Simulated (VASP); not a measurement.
**Ta6F: single point with LDA**

Ta6F, a slab with vacuum:

```xyz
7
Lattice="4.6002 0.0000 0.0000 -2.3001 3.9839 0.0000 0.0000 0.0000 21.4018" Properties=species:S:1:pos:R:3 pbc="T T T"
Ta    2.3001    1.3280    4.0000
Ta    0.0000    2.6559    4.9390
Ta    0.0000    0.0000    5.8780
Ta    2.3001    1.3280    6.7582
Ta    0.0000    2.6559    7.5839
Ta    0.0000    0.0000    8.4018
F     4.6002   -2.6559    9.1418
```

```
Program             : VASP 6.6.1
Task                : single point
Functional          : LDA
Potentials or basis : VASP PAW LDA potentials, release 64 (Ta_pv, F)
Cutoff              : 520 eV
k mesh              : 6 × 6 × 1
Occupations         : gaussian, width 0.1 eV
Spin                : collinear spin, ferromagnetic start
Starting moments    : [0.0, 0.0, 0.0, 0.0, 0.0, 0.0, 1.0] μB
```

```yaml
Largest_force: 2.307 eV/Å
Net_moment: 0.00 μB per cell
Valence_electrons_inside_the_program's_atomic_spheres: Ta 8.84, 9.06, 9.07, 9.00, 9.14, 8.96; F 5.98
```

Forces in eV/Å, atoms in the order of the input:
```
Ta   0.000  0.000  2.090
Ta   0.000  0.000 -0.278
Ta   0.000  0.000 -2.307
Ta   0.000  0.000  0.309
Ta   0.000  0.000 -0.043
Ta   0.000  0.000  0.400
F    0.000  0.000 -0.172
```

Levels at points of the mesh, in eV from the Fermi level:
Spin up:
```
           k point  band 33  band 34  band 35  band 36  band 37  band 38  band 39  band 40  band 41  band 42
(0.00, 0.00, 0.00)    -0.79    -0.59    -0.59     0.02     0.02     0.25     0.29     0.29     0.46     2.52
(0.50, 0.00, 0.00)    -0.98    -0.90    -0.40    -0.26    -0.08     0.34     0.85     0.98     1.21     1.35
```
Spin down:
| k point | band 35 | band 36 | band 37 | band 38 | band 39 | band 40 |
| --- | --- | --- | --- | --- | --- | --- |
| (0.00, 0.00, 0.00) | -0.59 | 0.02 | 0.02 | 0.25 | 0.29 | 0.29 |
| (0.50, 0.00, 0.00) | -0.40 | -0.26 | -0.08 | 0.34 | 0.85 | 0.98 |

It used 2500 s of CPU time on 1 thread of AMD EPYC 7R13 Processor (Zen 3) (shared host).

Caveat: spin-orbit coupling is left out, which moves the levels of the heavy elements.
